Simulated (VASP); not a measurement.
Input of a VASP 6.6.1 run:

INCAR

```
PREC     = Accurate       # precision mode
ENCUT    = 520            # plane-wave cutoff, eV
EDIFF    = 1E-6           # SCF threshold, eV
ISMEAR   = 0              # smearing method
SIGMA    = 0.05           # smearing width, eV
LREAL    = F              # projectors in reciprocal space
LASPH    = T              # aspherical terms in the spheres
NELM     = 80             # most SCF steps
ALGO     = Normal         # electronic algorithm
ISIF     = 2              # what is computed and relaxed
LWAVE    = F              # write WAVECAR
LCHARG   = F              # write CHGCAR
GGA      = PE             # functional
NBANDS   = 26             # bands
```

Contents of KPOINTS:

```
Automatic mesh
0
Gamma
  6 6 10
```

Contents of POSCAR:

```
BN
1.0
    4.5222000000      0.0000000000      0.0000000000
    0.0000000000      4.5222000000      0.0000000000
    0.0000000000      0.0000000000      2.3962000000
B N
4 4
Direct
    0.1742811368      0.8257188632      0.5000000000
    0.3257188632      0.3257188632      0.0000000000
    0.6742811368      0.6742811368      0.0000000000
    0.8257188632      0.1742811368      0.5000000000
    0.8126115048      0.8126115048      0.5000000000
    0.3126115048      0.6873884952      0.0000000000
    0.6873884952      0.3126115048      0.0000000000
    0.1873884952      0.1873884952      0.5000000000
```

Potentials or basis: VASP PAW PBE potentials, release 64 (B, N).

Run with:

```bash
$ cat potpaw_PBE.64/B/POTCAR potpaw_PBE.64/N/POTCAR > POTCAR
$ mpirun -np 1 vasp_std > vasp.out
```

Task: Predict the largest force.

Result: 0.720 eV/Å.

Task: What does it give for the band gap on the k mesh?

Result: 4.66 eV (least direct gap 5.91 eV).

Task: What does it give for the pressure?

Result: 11.9 GPa.

Forces in eV/Å, atoms in the order of the input:
```
B   -0.178  0.178  0.000
B    0.178  0.178  0.000
B   -0.178 -0.178  0.000
B    0.178 -0.178  0.000
N    0.509  0.509  0.000
N    0.509 -0.509  0.000
N   -0.509  0.509  0.000
N   -0.509 -0.509  0.000
```

Caveat: the cell stands under pressure. A k mesh can miss the band edges.
